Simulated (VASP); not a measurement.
Write the native input for VASP 6.6.1 that does the following.

- Task: relaxation of shape and atoms at fixed volume
- Functional: PBE
- Potentials or basis: VASP PAW PBE potentials, release 64 (V_sv, O)
- Cutoff: 600 eV
- k mesh: 8 × 8 × 12
- Occupations: gaussian, width 0.1 eV
- Spin: collinear spin, ferromagnetic start
- Starting moments: [0.92, 0.92, 0.0, 0.0, 0.0, 0.0] μB
- Dipole correction: no
- Further INCAR settings: ALGO = Normal; EDIFF = 1e-07; IBRION = 2; EDIFFG = -0.01; NSW = 50; ISIF = 4

The structure of VO2 lies in POSCAR:

```
VO2
1.0
    4.7449686314      0.0000000000      0.0000000000
    0.0000000000      4.7449686314      0.0000000000
    0.0000000000      0.0000000000      2.9133850921
V O
2 4
Direct
    0.0000000000      0.0000000000      0.0000000000
    0.5000000000      0.5000000000      0.5000000000
    0.3035042770      0.3035042770      0.0000000000
    0.1964957230      0.8035042770      0.5000000000
    0.6964957230      0.6964957230      0.0000000000
    0.8035042770      0.1964957230      0.5000000000
```

These files were run (other wordings do the same):

INCAR

```
SYSTEM = VO2
ALGO = Normal
EDIFF = 1E-7
EDIFFG = -0.01
ENCUT = 600
GGA = PE
GGA_COMPAT = .FALSE.
IBRION = 2
ISIF = 4
ISMEAR = 0
ISPIN = 2
KPAR = 4
LASPH = .TRUE.
LCHARG = .FALSE.
LMAXMIX = 4
LORBIT = 11
LREAL = .FALSE.
LWAVE = .FALSE.
MAGMOM = 0.92 0.92 0 0 0 0
NELM = 200
NELMIN = 4
NSW = 50
PREC = Accurate
SIGMA = 0.1
```

KPOINTS

```
k-points
0
G
  8 8 12
  0 0 0
```

Potentials or basis: VASP PAW PBE potentials, release 64 (V_sv, O).

The run is started by

```sh
$ cat potpaw_PBE.64/V_sv/POTCAR potpaw_PBE.64/O/POTCAR > POTCAR
$ mpirun -np 4 vasp_std > vasp.out
```

Results of the run:

```json
{"Energy gained by relaxing": "1.4 meV/atom", "Ionic steps": "5", "Pressure after relaxing": "-15.5 GPa", "Band gap on the k mesh": "zero (filled and empty bands overlap)", "Net moment": "2.00 μB per cell", "Site moments": "V +1.09; O -0.07 μB", "Valence electrons inside the program's atomic spheres": "V 11.35; O 5.00"}
```

Caveat: semilocal functionals often make such compounds metallic where correlation or magnetic order opens a gap, which also shifts bond lengths.

Run time: 6 min on 4 MPI ranks on Intel(R) Xeon(R) Platinum 8259CL CPU @ 2.50GHz (Skylake/Cascade Lake), on a shared host, peak memory 0.49 GiB a rank.
